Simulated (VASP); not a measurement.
# Ge2Sb2Te5 (Cm) in VASP: further runs

Ge2Sb2Te5 is run at these levels: revPBE+D4, PBEsol; tasks: single point.

Everything below comes from runs of VASP 6.6.1. Logs are shortened: lines on timing, memory, paths and dates and some standing lists are left out, and cuts for length are marked.

**1. The cell of the first run**

Symmetry: Cm, No. 8, monoclinic system. The conventional cell has a = 13.388 Å, b = 6.089 Å, c = 9.469 Å, α = 90.00°, β = 134.27°, γ = 90.00°. Within 3.8 Å of Te (site symmetry m) lie 2 Ge at 2.86 to 3.40 Å and 3 Sb at 2.96 to 3.05 Å. Te (site symmetry m) has 2 Sb at 2.94 to 3.08 Å and 3 Ge at 3.08 to 3.27 Å within 3.9 Å. Within 3.6 Å of Te (site symmetry m) lie 3 Ge at 2.75 to 3.06 Å and 2 Sb at 3.17 to 3.22 Å. Te (site symmetry m) has 2 Ge at 2.77 to 3.17 Å and 2 Sb at 2.89 to 3.12 Å within 3.7 Å. Within 3.8 Å of Te (site symmetry m) lie 2 Ge at 2.89 to 3.33 Å and 3 Sb at 3.06 Å. Within 3.9 Å of Sb (site symmetry m) lie 6 Te at 2.94 to 3.22 Å. Within 3.8 Å of Sb (site symmetry m) lie 6 Te at 2.89 to 3.17 Å. Ge (site symmetry m) has 6 Te at 2.75 to 3.40 Å within 3.6 Å.

**2. Single point, revPBE+D4**

The input, INCAR:

```
SYSTEM = Ge2Sb2Te5
ALGO = Normal
EDIFF = 1E-7
ENCUT = 520
GGA = RE
ISIF = 2
ISMEAR = -1
IVDW = 13
LASPH = .TRUE.
LCHARG = .FALSE.
LREAL = .FALSE.
LWAVE = .FALSE.
NBANDS = 44
NELM = 100
PREC = Accurate
SIGMA = 0.05
```

The input, KPOINTS:

```
k-points
0
G
  5 5 4
  0 0 0
```

The input, POSCAR:

```
Ge2Sb2Te5
1.0
    6.7800606167     -3.0445452847     -0.0457741017
    6.7800606167      3.0445452847     -0.0457741017
   -6.8178029041      0.0000000000      6.7396590883
Te Sb Ge
5 2 2
Direct
    0.6081443795      0.6081443795      0.4133657160
    0.8024730677      0.8024730677      0.1835743523
   -0.0080312358     -0.0080312358     -0.0092904520
    0.2086142079      0.2086142079      0.8042018244
    0.4170264214      0.4170264214      0.6044846156
    0.8907835071      0.8907835071      0.5674819729
    0.1182859417      0.1182859417      0.4243865451
    0.2701718156      0.2701718156      0.1911193513
    0.4925318951      0.4925318951      0.0206760746
```

Potentials or basis: VASP PAW PBE potentials, release 64 (Te, Sb, Ge_d).

Run with:

```
$ cat potpaw_PBE.64/Te/POTCAR potpaw_PBE.64/Sb/POTCAR potpaw_PBE.64/Ge_d/POTCAR > POTCAR
$ mpirun -np 1 vasp_std > vasp.out
```

OUTCAR:

```text
SYSTEM = Ge2Sb2Te5
   EDIFF = 1E-7
   ENCUT = 520
   GGA = RE
   ISIF = 2
   ISMEAR = -1
   IVDW = 13
   LASPH = .TRUE.
   LREAL = .FALSE.
   NELM = 100
   PREC = Accurate

 ion  position               nearest neighbor table
   1  0.608  0.608  0.413-   9 2.86   6 2.96   7 3.05   7 3.05
   2  0.802  0.802  0.184-   6 2.94   8 3.08   8 3.08   7 3.08   9 3.27
   3  0.992  0.992  0.991-   8 2.75   9 3.06   9 3.06   7 3.17   6 3.22
   4  0.209  0.209  0.804-   9 2.77   7 2.89   6 3.12   8 3.17
   5  0.417  0.417  0.604-   8 2.89   6 3.06   6 3.06   7 3.06
   6  0.891  0.891  0.567-   2 2.94   1 2.96   5 3.06   5 3.06   4 3.12   3 3.22
   7  0.118  0.118  0.424-   4 2.89   1 3.05   1 3.05   5 3.06   2 3.08   3 3.17
   8  0.270  0.270  0.191-   3 2.75   5 2.89   2 3.08   2 3.08   4 3.17
   9  0.493  0.493  0.021-   4 2.77   1 2.86   3 3.06   3 3.06   2 3.27

  Warning from LATTYP: Got some problem with cell dimensions!
  Tried to take original basis but could not verify dimensions!
  LATTYP: Found a base centered monoclinic cell.
 ALAT       =    13.3879827747
 B/A-ratio  =     0.4548176280
 C/A-ratio  =     0.7072534965
 COS(beta)  =    -0.6980886608

  Lattice vectors:

 A1 = (  -0.0377422874,  -3.0445452847,   6.6938849866)
 A2 = (  -0.0377422874,   3.0445452847,   6.6938849866)
 A3 = (  -6.7423183293,   0.0000000000,  -6.6481108849)

Analysis of symmetry for initial positions (statically):
=====================================================================
 Subroutine PRICEL returns:
 Original cell was already a primitive cell.

 Routine SETGRP: Setting up the symmetry group for a
 base centered monoclinic supercell.

 Subroutine GETGRP returns: Found  2 space group operations
 (whereof  2 operations were pure point group operations)
 out of a pool of  4 trial point group operations.

The static configuration has the point symmetry C_1h.

Analysis of symmetry for dynamics (positions and initial velocities):
=====================================================================
 Subroutine PRICEL returns:
 Original cell was already a primitive cell.

 Routine SETGRP: Setting up the symmetry group for a
 base centered monoclinic supercell.

 Subroutine GETGRP returns: Found  2 space group operations
 (whereof  2 operations were pure point group operations)
 out of a pool of  4 trial point group operations.

The dynamic configuration has the point symmetry C_1h.

 Subroutine INISYM returns: Found  2 space group operations
 (whereof  2 operations are pure point group operations),
 and found     1 'primitive' translations

----------------------------------------------------------------------------------------

                                     Primitive cell

  volume of cell :     276.3425

  direct lattice vectors                    reciprocal lattice vectors
     6.780060617 -3.044545285 -0.045774102     0.074252767 -0.164228137  0.075113700
     6.780060617  3.044545285 -0.045774102     0.074252767  0.164228137  0.075113700
    -6.817802904  0.000000000  6.739659088     0.001008613  0.000000000  0.149395765

  length of vectors
     7.432400233  7.432400233  9.586732554     0.195259884  0.195259884  0.149399170

  position of ions in fractional coordinates (direct lattice)
     0.608144379  0.608144379  0.413365716
     0.802473068  0.802473068  0.183574352
     0.991968764  0.991968764  0.990709548
     0.208614208  0.208614208  0.804201824
     0.417026421  0.417026421  0.604484616
     0.890783507  0.890783507  0.567481973
     0.118285942  0.118285942  0.424386545
     0.270171816  0.270171816  0.191119351
     0.492531895  0.492531895  0.020676075

  ion indices of the primitive-cell ions
   primitive index   ion index
                 1           1
                 2           2
                 3           3
                 4           4
                 5           5
                 6           6
                 7           7
                 8           8
                 9           9

----------------------------------------------------------------------------------------

 KPOINTS: k-points

Automatic generation of k-mesh.
 Grid dimensions read from file:
 generate k-points for:    5    5    4

 Generating k-lattice:

  Cartesian coordinates                     Fractional coordinates (reciprocal lattice)
     0.014850553 -0.032845627  0.015022740     0.200000000  0.000000000  0.000000000
     0.014850553  0.032845627  0.015022740     0.000000000  0.200000000  0.000000000
     0.000252153  0.000000000  0.037348941     0.000000000  0.000000000  0.250000000

  Length of vectors
     0.039051977  0.039051977  0.037349792

  Shift w.r.t. Gamma in fractional coordinates (k-lattice)
     0.000000000  0.000000000  0.000000000

 Subroutine IBZKPT returns following result:
 ===========================================

 Found     33 irreducible k-points:

 Following reciprocal coordinates:
            Coordinates               Weight
  0.000000  0.000000  0.000000      1.000000
  0.200000  0.000000 -0.000000      4.000000
  0.400000 -0.000000 -0.000000      4.000000
  0.200000  0.200000 -0.000000      2.000000
  0.400000  0.200000 -0.000000      4.000000
 -0.400000  0.200000  0.000000      4.000000
[... 16 lines left out ...]
 -0.200000 -0.400000  0.250000      4.000000
 -0.200000 -0.200000  0.250000      2.000000
 [... further k-points ...]
   k-points           NKPTS =     33   k-points in BZ     NKDIM =     33   number of bands    NBANDS=     44
   number of dos      NEDOS =    301   number of ions     NIONS =      9
   total plane-waves  NPLWV = 225792
   dimension x,y,z NGX =    56 NGY =   56 NGZ =   72
   dimension x,y,z NGXF=   112 NGYF=  112 NGZF=  144
   ions per type =               5   2   2
   NGX,Y,Z   is equivalent  to a cutoff of  12.53, 12.53, 12.49 a.u.
   NGXF,Y,Z  is equivalent  to a cutoff of  25.05, 25.05, 24.97 a.u.
 SYSTEM =  Ge2Sb2Te5
   PREC   = accura    normal or accurate (medium, high low for compatibility)
   ISTART =      0    job   : 0-new  1-cont  2-samecut
   ICHARG =      2    charge: 1-file 2-atom 10-const
   ISPIN  =      1    spin polarized calculation?
   LNONCOLLINEAR =      F non collinear calculations
   LSORBIT =      F    spin-orbit coupling
   LASPH  =      T    aspherical Exc in radial PAW
   ENCUT  =  520.0 eV  38.22 Ry    6.18 a.u.  13.82 13.82 17.82*2*pi/ulx,y,z
   NELM   =    100;   NELMIN=  2; NELMDL= -5     # of ELM steps
   EDIFF  = 0.1E-06   stopping-criterion for ELM
   LREAL  =      F    real-space projection
   EDIFFG = 0.1E-05   stopping-criterion for IOM
   NSW    =      0    number of steps for IOM
   IBRION =     -1    ionic relax: 0-MD 1-quasi-New 2-CG
   NFREE  =      0    steps in history (QN), initial steepest desc. (CG)
   ISIF   =      2    stress and relaxation
   ISYM   =      2    0-nonsym 1-usesym 2-fastsym
   POTIM  = 0.5000    time-step for ionic-motion
   TEBEG  =    0.0;   TEEND  =   0.0 temperature during run
   PSTRESS=    0.0 pullay stress
   NELECT =      68.0000    total number of electrons
   NUPDOWN=      -1.0000    fix difference up-down
   EMIN   =  10.00;   EMAX   =-10.00  energy-range for DOS
   EFERMI =   0.00;   METHOD = LEGACY
   ISMEAR =    -1;   SIGMA  =   0.05  broadening in eV -4-tet -1-fermi 0-gaus
   EFERMI_NEDOS =   21; number of points for ismear=-14 and -15
   IALGO  =     38    algorithm
   IMIX   =      4    mixing-type and parameters
     AMIX     =   0.40;   BMIX     =  1.00
     AMIX_MAG =   1.60;   BMIX_MAG =  1.00
  volume/ion in A,a.u.               =      30.70       207.21
  Fermi-wavevector in a.u.,A,eV,Ry     =   1.025877  1.938626 14.319088  1.052423
  Thomas-Fermi vector in A             =   2.159740
   LORBIT       =      0    0 simple, 1 ext, 2 COOP (PROOUT), +10 PAW based schemes
   GGA     = RE    functional components
   LHFCALC =     F    Hartree Fock is set to
   AEXX    =    0.0000 exact exchange contribution
   IVDW    =    13    specifies the selected vdW correction
   LEPSILON=     F    determine dielectric tensor
   LRPA    =     F    only Hartree local field effects (RPA)
 non-spin polarized calculation
  energy-cutoff  :      520.00
  volume of cell :      276.34
 maximum number of plane-waves:      7462
   NGX = 27   NGY = 27   NGZ = 35

 number of electron      67.9999999 magnetization

 Free energy of the ion-electron system (eV)
  ---------------------------------------------------
  ext. energy  EPLUGINS =         0.00000000
  ---------------------------------------------------
  free energy    TOTEN  =       -30.69728676 eV

  energy without entropy =      -30.68867788  energy(sigma->0) =      -30.69298232

 E-fermi :   5.8748     XC(G=0):  -9.2505

 val. band max:        5.8248048150   @ k =  -0.2000   0.4000   0.2500
 cond. band min:       5.9378647941   @ k =  -0.4000   0.2000   0.0000
 fundamental gap:      0.1130599791
 Fermi energy:         5.8748427016

 k-point     1 :       0.0000    0.0000    0.0000
  band No.  band energies     occupation
      1     -18.9066      2.00000
      2     -18.8998      2.00000
      3     -18.8913      2.00000
      4     -18.8911      2.00000
      5     -18.8829      2.00000
      6     -18.8744      2.00000
[... 36 lines left out ...]
     43      10.1310      0.00000
     44      10.3017      0.00000

 k-point     2 :       0.2000    0.0000   -0.0000
  band No.  band energies     occupation
      1     -18.9066      2.00000
      2     -18.8998      2.00000
      3     -18.8913      2.00000
      4     -18.8911      2.00000
      5     -18.8829      2.00000
      6     -18.8743      2.00000
[... 36 lines left out ...]
     43       9.6802      0.00000
     44       9.8257      0.00000

 k-point     3 :       0.4000   -0.0000   -0.0000
  band No.  band energies     occupation
      1     -18.9066      2.00000
      2     -18.8998      2.00000
      3     -18.8913      2.00000
      4     -18.8911      2.00000
      5     -18.8829      2.00000
      6     -18.8743      2.00000
[... 976 lines left out ...]
     43       9.3184      0.00000
     44       9.8046      0.00000

 k-point    24 :      -0.2000   -0.2000    0.2500
  band No.  band energies     occupation
      1     -18.9066      2.00000
      2     -18.8998      2.00000
      3     -18.8913      2.00000
      4     -18.8911      2.00000
      5     -18.8829      2.00000
      6     -18.8743      2.00000
[... 36 lines left out ...]
     43       9.9294      0.00000
     44      10.2550      0.00000

 [... further k-points ...]

------------------------ aborting loop because EDIFF is reached ----------------------------------------

  DFT-D4 for vdW energy calculation

  Edisp (eV):   -6.68567

  FORCE on cell =-STRESS in cart. coord.  units (eV):
  Direction    XX          YY          ZZ          XY          YZ          ZX
  --------------------------------------------------------------------------------------
  -------------------------------------------------------------------------------------
  Total      -0.07047    -0.13831    -0.07395     0.00000     0.00000     0.00911
  in kB      -0.40858    -0.80189    -0.42877     0.00000     0.00000     0.05282
  external pressure =       -0.55 kB  Pullay stress =        0.00 kB

 VOLUME and BASIS-vectors are now :
 -----------------------------------------------------------------------------
  energy-cutoff  :      520.00
  volume of cell :      276.34
      direct lattice vectors                 reciprocal lattice vectors
     6.780060617 -3.044545285 -0.045774102     0.074252767 -0.164228137  0.075113700
     6.780060617  3.044545285 -0.045774102     0.074252767  0.164228137  0.075113700
    -6.817802904  0.000000000  6.739659088     0.001008613  0.000000000  0.149395765

 POSITION                                       TOTAL-FORCE (eV/Angst)
 -----------------------------------------------------------------------------------
      5.42827      0.00000      2.73027        -0.007237      0.000000     -0.001644
      9.63006      0.00000      1.16376         0.001386      0.000000     -0.004433
      6.69675      0.00000      6.58623        -0.001984      0.000000     -0.002005
     -2.65406      0.00000      5.40095        -0.014729      0.000000      0.003005
      1.53367      0.00000      4.03584        -0.006416      0.000000      0.004400
      8.21015      0.00000      3.74309         0.006804      0.000000      0.012251
     -1.28941      0.00000      2.84939         0.003544      0.000000     -0.008373
      2.36055      0.00000      1.26335         0.010501      0.000000     -0.002209
      6.53783      0.00000      0.09426         0.008131      0.000000     -0.000992
 -----------------------------------------------------------------------------------
    total drift:                               -0.000068      0.000000      0.000781

  FREE ENERGIE OF THE ION-ELECTRON SYSTEM (eV)
  ---------------------------------------------------
  free  energy   TOTEN  =       -37.3829543450 eV

  energy  without entropy=      -37.3743454676  energy(sigma->0) =      -37.37864991
```

Wall time 20 min (1 thread of Intel Xeon Platinum 8259CL at 2.50GHz (Skylake/Cascade Lake), shared host); peak memory 0.69 GiB.

Results:

```
Free energy                : -37.3830 eV
Pressure                   : -0.1 GPa
Largest force              : 0.015 eV/Å
Band gap on the k mesh     : 0.11 eV, indirect (least direct gap 0.27 eV)
Dispersion energy per atom : -0.743 eV
```

Forces in eV/Å, atoms in the order of the input:
```
Te  -0.007  0.000 -0.002
Te   0.001  0.000 -0.004
Te  -0.002  0.000 -0.002
Te  -0.015  0.000  0.003
Te  -0.006  0.000  0.004
Sb   0.007  0.000  0.012
Sb   0.004  0.000 -0.008
Ge   0.011  0.000 -0.002
Ge   0.008  0.000 -0.001
```

Caveat: the PAW data sets were made with another functional, which shifts forces and pressure a little; spin-orbit coupling is left out, which moves the levels of the heavy elements. A k mesh can miss the band edges.

(Part 1 of 2 ends here.)
